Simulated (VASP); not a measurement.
Wanted: the native input for a VASP 6.6.1 run.

| Quantity | Value |
| --- | --- |
| Task | single point |
| Functional | PBE |
| Potentials or basis | VASP PAW PBE potentials, release 64 (Sr_sv) |
| Cutoff | 520 eV |
| k mesh | 14 × 14 × 14 |
| Occupations | gaussian, width 0.1 eV |
| Spin | no spin polarisation |
| Dipole correction | no |
| Further INCAR settings | ALGO = Normal; EDIFF = 1e-06; NBANDS = 11 |

The structure of Sr lies in POSCAR:

```
Sr
1.0
    0.0000000000      2.3584938609      2.3584938609
    2.3584938609      0.0000000000      2.3584938609
    2.3584938609      2.3584938609      0.0000000000
Sr
1
Direct
    0.0000000000      0.0000000000      0.0000000000
```

These files were run (other wordings do the same):

INCAR

```
SYSTEM = Sr
ALGO = Normal
EDIFF = 1E-6
ENCUT = 520
GGA = PE
ISIF = 2
ISMEAR = 0
LASPH = .TRUE.
LCHARG = .FALSE.
LREAL = .FALSE.
LWAVE = .FALSE.
NBANDS = 11
NELM = 80
PREC = Accurate
SIGMA = 0.1
```

KPOINTS

```
k-points
0
G
  14 14 14
  0 0 0
```

Potentials or basis: VASP PAW PBE potentials, release 64 (Sr_sv).

The run is started by

```console
$ cat potpaw_PBE.64/Sr_sv/POTCAR > POTCAR
$ mpirun -np 1 vasp_std > vasp.out
```

It gave:

```yaml
Pressure: 25.3 GPa
Band_gap_on_the_k_mesh: zero (bands 5 and 6 overlap by 1.05 eV)
```

Caveat: the cell stands under pressure.

Wall time 12 s on 1 thread of Intel(R) Xeon(R) 6975P-C (Granite Rapids), with other jobs on the host, peak memory 0.17 GiB.
